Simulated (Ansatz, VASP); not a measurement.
**BAs: VASP beside Ansatz**

The input POSCAR:

```
BAs
1.0
    0.0000000000      2.4397049562      2.3697994758
    2.4397049562      0.0000000000      2.3697994758
    2.4397049562      2.4397049562      0.0000000000
B As
1 1
Direct
    0.0000000000      0.0000000000      0.0000000000
    0.2500000000      0.2500000000      0.2500000000
```

INCAR.step1

```
PREC = Accurate
ENCUT = 520
ISMEAR = -1
SIGMA = 0.02
LREAL = F
LASPH = T
NELM = 150
LNONCOLLINEAR = T
MAGMOM = 0 0 0 0 0 0
LSORBIT = T
GGA_COMPAT = F
NBANDS = 20
GGA = PE
ALGO = Normal
EDIFF = 1E-4
LWAVE = T
LCHARG = F
```

The input INCAR.step2:

```
PREC = Accurate
ENCUT = 520
EDIFF = 1E-6
ISMEAR = -1
SIGMA = 0.02
LREAL = F
LASPH = T
NELM = 150
ALGO = Normal
ISIF = 2
LWAVE = F
LCHARG = F
LNONCOLLINEAR = T
MAGMOM = 0 0 0 0 0 0
LORBIT = 11
LSORBIT = T
GGA_COMPAT = F
LORBMOM = T
METAGGA = R2SCAN
LMIXTAU = T
NBANDS = 20
ISTART = 1
```

KPOINTS

```
Automatic mesh
0
Gamma
  10 10 10
```

Input for Ansatz:

```yaml
crystal:
  lattice:
    - [0.0, 2.4397049562, 2.3697994758]
    - [2.4397049562, 0.0, 2.3697994758]
    - [2.4397049562, 2.4397049562, 0.0]
  atoms:
    - { symbol: B, position: [0.0, 0.0, 0.0] }
    - { symbol: As, position: [0.25, 0.25, 0.25] }
kpoints:
  mp_grid: { grid: [10, 10, 10] }
  band_path:
    path:
      - [0.0, 0.0, 0.0]
      - [-0.5, -0.5, 0.0]
      - [-0.375, -0.375, 0.25]
      - [-0.375, 0.0, 0.375]
      - [0.0, 0.0, 0.5]
      - [-0.5, -0.25, 0.25]
      - [0.395833, 0.395833, 0.0]
    npoints: 1
hamiltonian:
  xc: r2scan
scf:
  occupations: { method: fermi_dirac, width: 0.02 }
  n_extra_bands: 8
magnetization:
  noncollinear: true
  spin_orbit: true
output:
  forces: true
  stress: true
  eigenvalues: true
```

Change from the starting cell: epitaxial_xy strain +2.0%.

Alike in both runs: task single point; functional r2SCAN; k mesh 10 × 10 × 10; occupations fermi-dirac, width 0.02 eV; non-collinear spin, spin-orbit coupling.

|  | VASP | Ansatz |
| --- | --- | --- |
| version | VASP 6.6.1 | Ansatz 0.2.0 |
| potentials or method | VASP PAW PBE potentials, release 64 (B, As) | plane waves, PAW |
| plane-wave cutoff (eV) | 520 | 500 |
| valence electrons in the cell | 8 | 18 |

Ansatz gave:

- pressure (GPa): -4.0
- traceless stress, the component that is largest in VASP (GPa): 4.01
- net moment per atom (μB): 0.00

Question: Estimate VASP's values.

Answer: Pressure (GPa): -3.8; traceless stress, the component that is largest in VASP (GPa): 4.01; net moment per atom (μB): 0.00.

VASP's potentials were made for PBE, not for r2SCAN. The functional is the same, so the differences come from potentials, cutoffs and numerics. VASP's potentials hold 8 valence electrons a cell and Ansatz's 18, so a difference there can come from the potentials and not from the codes.
